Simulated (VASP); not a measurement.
Runs of VASP 6.6.1 on HfN. The structure is that of space group I4/mmm (No. 139), or close to it. The cells are those of the table. 

```csv
cell,gap on the mesh (eV),pressure (GPa)
"a = 3.205, b = 3.205, c = 3.450 Å, angles 57.4, 57.4, 65.1°, 2 atoms",none,(a)
"a = 3.325, b = 3.325, c = 3.450 Å, angles 58.7, 58.7, 62.5°, 2 atoms",none,-36.3
"a = 3.205, b = 3.205, c = 2.939 Å, angles 62.7, 62.7, 54.6°, 2 atoms",none,38.4
"a = 3.004, b = 3.004, c = 3.067 Å, angles 59.3, 59.3, 61.4°, 2 atoms",none,53.7
"a = 3.137, b = 3.137, c = 2.939 Å, angles 62.1, 62.1, 55.9°, 2 atoms",none,(b)
```

Alike in all rows: task single point; level LDA; potentials or basis VASP PAW LDA potentials, release 64 (Hf_pv, N); no spin polarisation; k mesh 18 × 18 × 18; cutoff (eV) 520; smearing gaussian 0.15 eV.

Question: Estimate the missing entries.

Answer: (a) -10.7; (b) 46.8.

Caveats: spin-orbit coupling is left out, which moves the levels of the heavy elements.

A k mesh can miss the band edges, and the runs leave out spin-orbit coupling on Hf.

A gap of «none» marks levels without a gap at the run's occupations.
